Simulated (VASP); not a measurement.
Write the native input for VASP 6.6.1 that does the following.

```
Task                   : single point
Functional             : PBEsol
Potentials or basis    : VASP PAW PBE potentials, release 64 (Zr_sv, B)
Cutoff                 : 520 eV
k mesh                 : 15 × 15 × 12
Occupations            : gaussian, width 0.15 eV
Spin                   : no spin polarisation
Dipole correction      : no
Further INCAR settings : ALGO = Normal; EDIFF = 1e-07; NBANDS = 16
```

The structure of ZrB2 lies in POSCAR:

```
ZrB2
1.0
    3.0602000000      0.0000000000      0.0000000000
   -1.5301000000      2.6502109406      0.0000000000
    0.0000000000      0.0000000000      3.6821000000
Zr B
1 2
Direct
    0.0000000000      0.0000000000      0.0000000000
    0.3333333333      0.6666666667      0.5000000000
    0.6666666667      0.3333333333      0.5000000000
```

These files were run (other wordings do the same):

INCAR

```
SYSTEM = ZrB2
PREC = Accurate
ENCUT = 520
EDIFF = 1E-7
ISMEAR = 0
SIGMA = 0.15
LREAL = .FALSE.
LASPH = .TRUE.
NELM = 80
ALGO = Normal
ISIF = 2
LWAVE = .FALSE.
LCHARG = .FALSE.
GGA = PS
NBANDS = 16
```

KPOINTS

```
Automatic mesh
0
G
  15 15 12
  0 0 0
```

Potentials or basis: VASP PAW PBE potentials, release 64 (Zr_sv, B).

Command:

```bash
$ cat potpaw_PBE.64/Zr_sv/POTCAR potpaw_PBE.64/B/POTCAR > POTCAR
$ mpirun -np 1 vasp_std > vasp.out
```

Results of the run:

| Item | Value |
| --- | --- |
| Pressure | 5.1 GPa |
| Band gap on the k mesh | zero (bands 9 and 10 overlap by 0.99 eV) |

Caveat: the cell stands under pressure; the PAW data sets were made with another functional, which shifts forces and pressure a little.

Wall time 41 s on 1 thread of AMD EPYC 9R45 96-Core Processor (Zen 5) (shared host), peak memory 0.18 GiB.
